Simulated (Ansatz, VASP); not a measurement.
**Sn4P: VASP beside Ansatz**

INCAR

```
  PREC = Accurate
  ENCUT = 520
  EDIFF = 1E-6
  ISMEAR = 0
  SIGMA = 0.1
  LREAL = F
  LASPH = T
  NELM = 100
  ALGO = Normal
  ISIF = 2
  LWAVE = F
  LCHARG = F
  GGA = PE
  NBANDS = 38
```

File KPOINTS:

```
regular mesh
0
Gamma
  4 4 4
```

File POSCAR:

```
Sn4P
1.0
   -3.6002666300      3.6002666300      2.2445527600
    3.6002666300     -3.6002666300      2.2445527600
    3.6002666300      3.6002666300     -2.2445527600
Sn P
4 1
Direct
    0.6000000200      0.2000000000      0.8000000100
    0.8000000000      0.6000000200      0.4000000200
    0.3999999800      0.8000000000      0.1999999900
    0.2000000000      0.3999999800      0.5999999800
    0.0000000000      0.0000000000      0.0000000000
```

Input for Ansatz:

```yaml
crystal:
  lattice:
    - [-3.60026663, 3.60026663, 2.24455276]
    - [3.60026663, -3.60026663, 2.24455276]
    - [3.60026663, 3.60026663, -2.24455276]
  atoms:
    - { symbol: Sn, position: [0.60000002, 0.2, 0.80000001] }
    - { symbol: Sn, position: [0.8, 0.60000002, 0.40000002] }
    - { symbol: Sn, position: [0.39999998, 0.8, 0.19999999] }
    - { symbol: Sn, position: [0.2, 0.39999998, 0.59999998] }
    - { symbol: P, position: [0.0, 0.0, 0.0] }
basis:
  ecutwfc: 420
kpoints:
  mp_grid: { grid: [4, 4, 4] }
hamiltonian:
  xc: pbe
scf:
  occupations: { method: gaussian, width: 0.1 }
  lower_state_search: "off"
output:
  forces: true
  stress: true
  eigenvalues: true
```

Change from the starting cell: species swapped into the LuAg4 type (I4/m, No. 87).

Alike in both runs: task single point; functional PBE; k mesh 4 × 4 × 4; occupations gaussian, width 0.1 eV; no spin polarisation.

|  | VASP | Ansatz |
| --- | --- | --- |
| version | VASP 6.6.1 | Ansatz 0.2.0 |
| potentials or method | VASP PAW PBE potentials, release 64 (Sn_d, P), cutoff 520 eV | scalar-relativistic, plane waves, PAW |
| valence electrons in the cell | 61 | 61 |

```tsv
	VASP	Ansatz	Ansatz less VASP
gap on the k mesh at the Fermi level (eV)	none	none	-
pressure (GPa)	5.8	5.8	+0.07
traceless stress, the component that is largest in VASP (GPa)	-1.05	-1.05	+0.002
rms of the force components (eV/Å)	0.226	0.226	-0.0006
```

Atom by atom the forces differ by 0.001 eV/Å (rms over components). A gap of «none» marks a metal or a gap that the smearing closes. The functional is the same, so the differences come from potentials, cutoffs and numerics.

The k mesh is coarse, so the values compare programs but aren't converged.
